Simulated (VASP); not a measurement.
# CdCu3O4 (P-43m) in VASP: a series of runs

CdCu3O4 is run at these levels: PBE; tasks: single point.

Program: VASP 6.6.1. These are calculated values, not measurements. Logs are shortened: lines on timing, memory, paths and dates and some standing lists are left out, and cuts for length are marked.

### Step 1. The cell of the first run

The structure is cubic, space group P-43m (No. 215). The conventional cell has a = 4.735 Å, b = 4.735 Å, c = 4.735 Å, α = 90.00°, β = 90.00°, γ = 90.00°. Cd (site symmetry -43m) has 4 O at 1.93 Å and 6 Cu at 2.37 Å within 2.6 Å. Cu (site symmetry -42m) has 4 O at 2.01 Å and 2 Cd at 2.37 Å within 2.7 Å. Within 2.6 Å of O (site symmetry 3m) lie 1 Cd at 1.93 Å and 3 Cu at 2.01 Å.

### Step 2. Single point, PBE, collinear spin

The input, INCAR:

```
PREC     = Accurate       # precision mode
ENCUT    = 520            # plane-wave cutoff, eV
EDIFF    = 1E-7           # SCF threshold, eV
ISMEAR   = 0              # smearing method
SIGMA    = 0.1            # smearing width, eV
LREAL    = False          # projectors in reciprocal space
LASPH    = True           # aspherical terms in the spheres
NELM     = 150            # most SCF steps
ALGO     = Normal         # electronic algorithm
ISIF     = 2              # what is computed and relaxed
LWAVE    = False          # write WAVECAR
LCHARG   = False          # write CHGCAR
ISPIN    = 2              # spin polarisation
MAGMOM   = 0 1 1 1 0 0 0 0 # initial moments
LORBIT   = 11             # projections on sites
LMAXMIX  = 4              # l up to which the mixer works
GGA      = PE             # functional
NBANDS   = 48             # bands
```

The input, KPOINTS:

```
Automatic mesh
0
Gamma
  4 4 4
```

The input, POSCAR:

```
CdCu3O4
1.0
    4.7352510414      0.0000000000      0.0000000000
    0.0000000000      4.7352510414      0.0000000000
    0.0000000000      0.0000000000      4.7352510414
Cd Cu O
1 3 4
Direct
    0.0000000000      0.0000000000      0.0000000000
    0.5000000000      0.0000000000      0.0000000000
    0.0000000000      0.5000000000      0.0000000000
    0.0000000000      0.0000000000      0.5000000000
    0.2350000000      0.2350000000      0.2350000000
    0.2350000000      0.7650000000      0.7650000000
    0.7650000000      0.7650000000      0.2350000000
    0.7650000000      0.2350000000      0.7650000000
```

Potentials or basis: VASP PAW PBE potentials, release 64 (Cd, Cu, O).

Command:

```console
> cat potpaw_PBE.64/Cd/POTCAR potpaw_PBE.64/Cu/POTCAR potpaw_PBE.64/O/POTCAR > POTCAR
> mpirun -np 1 vasp_std > vasp.out
```

OUTCAR:

```text
PREC = Accurate
   ENCUT = 520
   EDIFF = 1E-7
   ISMEAR = 0
   LREAL = False
   LASPH = True
   NELM = 150
   ISIF = 2
   ISPIN = 2
   LORBIT = 11
   GGA = PE

 ion  position               nearest neighbor table
   1  0.000  0.000  0.000-   5 1.93   6 1.93   7 1.93   8 1.93   3 2.37   4 2.37   2 2.37   4 2.37
                             3 2.37   2 2.37
   2  0.500  0.000  0.000-   5 2.01   6 2.01   7 2.01   8 2.01   1 2.37   1 2.37
   3  0.000  0.500  0.000-   5 2.01   6 2.01   7 2.01   8 2.01   1 2.37   1 2.37
   4  0.000  0.000  0.500-   5 2.01   6 2.01   7 2.01   8 2.01   1 2.37   1 2.37
   5  0.235  0.235  0.235-   1 1.93   2 2.01   3 2.01   4 2.01
   6  0.235  0.765  0.765-   1 1.93   2 2.01   3 2.01   4 2.01
   7  0.765  0.765  0.235-   1 1.93   2 2.01   3 2.01   4 2.01
   8  0.765  0.235  0.765-   1 1.93   2 2.01   3 2.01   4 2.01

  LATTYP: Found a simple cubic cell.
 ALAT       =     4.7352510414

  Lattice vectors:

 A1 = (   4.7352510414,   0.0000000000,   0.0000000000)
 A2 = (   0.0000000000,   4.7352510414,   0.0000000000)
 A3 = (   0.0000000000,   0.0000000000,   4.7352510414)

Analysis of symmetry for initial positions (statically):
=====================================================================
 Subroutine PRICEL returns:
 Original cell was already a primitive cell.

 Routine SETGRP: Setting up the symmetry group for a
 simple cubic supercell.

 Subroutine GETGRP returns: Found 24 space group operations
 (whereof 24 operations were pure point group operations)
 out of a pool of 48 trial point group operations.

The static configuration has the point symmetry T_d .

Analysis of symmetry for dynamics (positions and initial velocities):
=====================================================================
 Subroutine PRICEL returns:
 Original cell was already a primitive cell.

 Routine SETGRP: Setting up the symmetry group for a
 simple cubic supercell.

 Subroutine GETGRP returns: Found 24 space group operations
 (whereof 24 operations were pure point group operations)
 out of a pool of 48 trial point group operations.

The dynamic configuration has the point symmetry T_d .

Analysis of structural, dynamic, and magnetic symmetry:
=====================================================================
 Subroutine PRICEL returns:
 Original cell was already a primitive cell.

 Routine SETGRP: Setting up the symmetry group for a
 simple cubic supercell.

 Subroutine GETGRP returns: Found 24 space group operations
 (whereof 24 operations were pure point group operations)
 out of a pool of 48 trial point group operations.

[... 143 lines left out ...]
  ---------------------------------------------------
  free energy    TOTEN  =       -27.77963273 eV

  energy without entropy =      -27.72746644  energy(sigma->0) =      -27.75354958

 E-fermi :   2.2897     XC(G=0): -10.1755

 val. band max:        2.2601584247   @ k =   0.2500   0.0000   0.0000
 cond. band min:       2.3352606390   @ k =   0.5000   0.5000   0.2500
 fundamental gap:      0.0751022143
 Fermi energy:         2.2896918428

 spin component 1

 k-point     1 :       0.0000    0.0000    0.0000
  band No.  band energies     occupation
      1     -16.6574      1.00000
      2     -16.0089      1.00000
      3     -16.0089      1.00000
      4     -16.0089      1.00000
      5      -7.3956      1.00000
      6      -7.3956      1.00000
[... 479 lines left out ...]
     45      15.0914      0.00000
     46      15.0914      0.00000
 Fermi energy:         2.2896918428

 spin component 2

 k-point     1 :       0.0000    0.0000    0.0000
  band No.  band energies     occupation
      1     -16.6572      1.00000
      2     -16.0088      1.00000
      3     -16.0088      1.00000
      4     -16.0088      1.00000
      5      -7.3956      1.00000
      6      -7.3956      1.00000
[... 479 lines left out ...]
     45      15.0915      0.00000
     46      15.0915      0.00000
 [bands above 46 left out]

------------------------ aborting loop because EDIFF is reached ----------------------------------------

  FORCE on cell =-STRESS in cart. coord.  units (eV):
  Direction    XX          YY          ZZ          XY          YZ          ZX
  --------------------------------------------------------------------------------------
  -------------------------------------------------------------------------------------
  Total       23.5775759     23.5775759     23.5775759      0.0000000     -0.0000000      0.0000000
  in kB      355.7793272    355.7793272    355.7793272      0.0000000     -0.0000000      0.0000000
  external PRESSURE =     355.7793272 kB  Pullay stress =       0.0000000 kB

 VOLUME and BASIS-vectors are now :
 -----------------------------------------------------------------------------
  energy-cutoff  :      520.00
  volume of cell :      106.18
      direct lattice vectors                 reciprocal lattice vectors
     4.735251041  0.000000000  0.000000000     0.211182045  0.000000000  0.000000000
     0.000000000  4.735251041  0.000000000     0.000000000  0.211182045  0.000000000
     0.000000000  0.000000000  4.735251041     0.000000000  0.000000000  0.211182045

 POSITION                                       TOTAL-FORCE (eV/Angst)
 -----------------------------------------------------------------------------------
      0.00000      0.00000      0.00000         0.000000      0.000000      0.000000
      2.36763      0.00000      0.00000         0.000000      0.000000     -0.000000
      0.00000      2.36763      0.00000         0.000000      0.000000     -0.000000
      0.00000      0.00000      2.36763         0.000000      0.000000      0.000000
      1.11278      1.11278      1.11278         2.818158      2.818158      2.818158
      1.11278      3.62247      3.62247         2.818158     -2.818158     -2.818158
      3.62247      3.62247      1.11278        -2.818158     -2.818158      2.818158
      3.62247      1.11278      3.62247        -2.818158      2.818158     -2.818158
 -----------------------------------------------------------------------------------
    total drift:                                0.000000      0.000000      0.000000

  FREE ENERGIE OF THE ION-ELECTRON SYSTEM (eV)
  ---------------------------------------------------
  free  energy   TOTEN  =       -27.7796327291 eV

  energy  without entropy=      -27.7274664358  energy(sigma->0) =      -27.75354958

 total charge

# of ion       s       p       d       tot
------------------------------------------
    1        0.567   0.798   9.776  11.141
    2        0.360   0.394   9.205   9.959
    3        0.360   0.394   9.205   9.959
    4        0.360   0.394   9.205   9.959
    5        1.579   3.371   0.000   4.950
    6        1.579   3.371   0.000   4.950
    7        1.579   3.371   0.000   4.950
    8        1.579   3.371   0.000   4.950
--------------------------------------------------
tot          7.964  15.463  37.391  60.818

 magnetization (x)

# of ion       s       p       d       tot
------------------------------------------
    1       -0.000  -0.000   0.000   0.000
    2       -0.000   0.000   0.000   0.000
    3       -0.000   0.000   0.000   0.000
    4       -0.000   0.000   0.000   0.000
    5        0.000   0.000   0.000   0.000
    6        0.000   0.000   0.000   0.000
    7        0.000   0.000   0.000   0.000
    8        0.000   0.000   0.000   0.000
--------------------------------------------------
tot         -0.000   0.000   0.000   0.001
```

Run time: 2.1 min. Hardware: 1 thread of Intel Xeon 6975P-C (Granite Rapids), shared host; peak memory 0.28 GiB.

Results:

```yaml
Free_energy: -27.7796 eV
Pressure: 35.6 GPa
Largest_force: 4.881 eV/Å
Net_moment: 0.00 μB per cell
Valence_electrons_inside_the_program's_atomic_spheres: Cd 11.14; Cu 9.96; O 4.95
```

Forces on the atoms (eV/Å):
```
Cd   0.000  0.000  0.000
Cu   0.000  0.000  0.000
Cu   0.000  0.000  0.000
Cu   0.000  0.000  0.000
O    2.818  2.818  2.818
O    2.818 -2.818 -2.818
O   -2.818 -2.818  2.818
O   -2.818  2.818 -2.818
```

Caveat: the cell stands under pressure; semilocal functionals often make such compounds metallic where correlation or magnetic order opens a gap, which also shifts bond lengths; forces of over 1 eV/Å act on the atoms, so gaps and moduli don't describe the material at rest. With open d or f shells a metallic result of PBE can be an artefact of self-interaction; +U or a hybrid may open a gap.

### Step 3. Single point, PBE, collinear spin, ferromagnetic start

This run uses another cell than the first one, of 16.29 Å³/atom.

The input, INCAR:

```
SYSTEM = CdCu3O4
PREC     = Accurate       ! precision mode
ENCUT    = 520            ! plane-wave cutoff, eV
EDIFF    = 1E-6           ! SCF threshold, eV
ISMEAR   = 0              ! smearing method
SIGMA    = 0.1            ! smearing width, eV
LREAL    = .False.        ! projectors in reciprocal space
LASPH    = .True.         ! aspherical terms in the spheres
NELM     = 150            ! most SCF steps
ALGO     = Normal         ! electronic algorithm
ISIF     = 2              ! what is computed and relaxed
LWAVE    = .False.        ! write WAVECAR
LCHARG   = .False.        ! write CHGCAR
ISPIN    = 2              ! spin polarisation
MAGMOM   = 0 0.5 0.5 0.5 0.34 0.34 0.34 0.34 ! initial moments
LORBIT   = 11             ! projections on sites
LMAXMIX  = 4              ! l up to which the mixer works
GGA      = PE             ! functional
NBANDS   = 48             ! bands
```

The input, KPOINTS:

```
Automatic mesh
0
Gamma
  4 4 4
  0 0 0
```

The input, POSCAR:

```
CdCu3O4
1.0
    5.0696974843      0.0000000000      0.0000000000
    0.0000000000      5.0696974843      0.0000000000
    0.0000000000      0.0000000000      5.0696974843
Cd Cu O
1 3 4
Direct
    0.0000000000      0.0000000000      0.0000000000
    0.5000000000      0.0000000000      0.0000000000
    0.0000000000      0.5000000000      0.0000000000
    0.0000000000      0.0000000000      0.5000000000
    0.2417239686      0.2417239686      0.2417239686
    0.2417239686      0.7582760314      0.7582760314
    0.7582760314      0.7582760314      0.2417239686
    0.7582760314      0.2417239686      0.7582760314
```

Potentials or basis: VASP PAW PBE potentials, release 64 (Cd, Cu, O).

Command:

```console
> cat potpaw_PBE.64/Cd/POTCAR potpaw_PBE.64/Cu/POTCAR potpaw_PBE.64/O/POTCAR > POTCAR
> mpirun -np 1 vasp_std > vasp.out
```

It took 1.8 min on 1 thread of Intel Xeon 6975P-C (Granite Rapids), shared host; peak memory 0.33 GiB.

It converged, with:

```yaml
Free_energy: -30.6139 eV
Pressure: 0.9 GPa
Largest_force: 0.146 eV/Å
Band_gap_on_the_k_mesh: zero (filled and empty bands overlap)
Net_moment: 2.99 μB per cell
Site_moments: Cd +0.02; Cu +0.47; O +0.35 μB
Valence_electrons_inside_the_program's_atomic_spheres: Cd 10.62; Cu 9.72; O 4.83
```

Forces on the atoms (eV/Å):
```
Cd   0.000  0.000  0.000
Cu   0.000  0.000  0.000
Cu   0.000  0.000  0.000
Cu   0.000  0.000  0.000
O    0.084  0.084  0.084
O    0.084 -0.084 -0.084
O   -0.084 -0.084  0.084
O   -0.084  0.084 -0.084
```

Levels at points of the mesh, in eV from the Fermi level:
Spin up:
```tsv
k point	band 34	band 35	band 36	band 37	band 38	band 39
(0.00, 0.00, 0.00)	-0.10	-0.10	-0.10	0.60	5.31	5.31
(0.50, 0.00, 0.00)	-0.70	-0.38	-0.38	2.19	3.55	6.36
(0.50, 0.50, 0.00)	-0.59	-0.49	-0.41	3.16	4.31	4.31
(0.50, 0.50, 0.50)	-0.36	-0.36	-0.36	3.82	4.34	4.34
```
Spin down:
| k point | band 29 | band 30 | band 31 | band 32 | band 33 | band 34 | band 35 | band 36 | band 37 | band 38 |
| --- | --- | --- | --- | --- | --- | --- | --- | --- | --- | --- |
| (0.00, 0.00, 0.00) | -1.08 | -0.77 | -0.66 | -0.66 | -0.66 | 0.58 | 0.58 | 0.58 | 0.85 | 5.43 |
| (0.50, 0.00, 0.00) | -0.85 | -0.52 | -0.26 | -0.25 | -0.25 | -0.13 | 0.28 | 0.28 | 2.54 | 3.81 |
| (0.50, 0.50, 0.00) | -0.76 | -0.24 | -0.24 | -0.16 | -0.02 | -0.02 | 0.16 | 0.24 | 3.51 | 4.62 |
| (0.50, 0.50, 0.50) | 0.01 | 0.01 | 0.01 | 0.12 | 0.12 | 0.28 | 0.28 | 0.28 | 4.13 | 4.56 |

Caveat: semilocal functionals often make such compounds metallic where correlation or magnetic order opens a gap, which also shifts bond lengths.
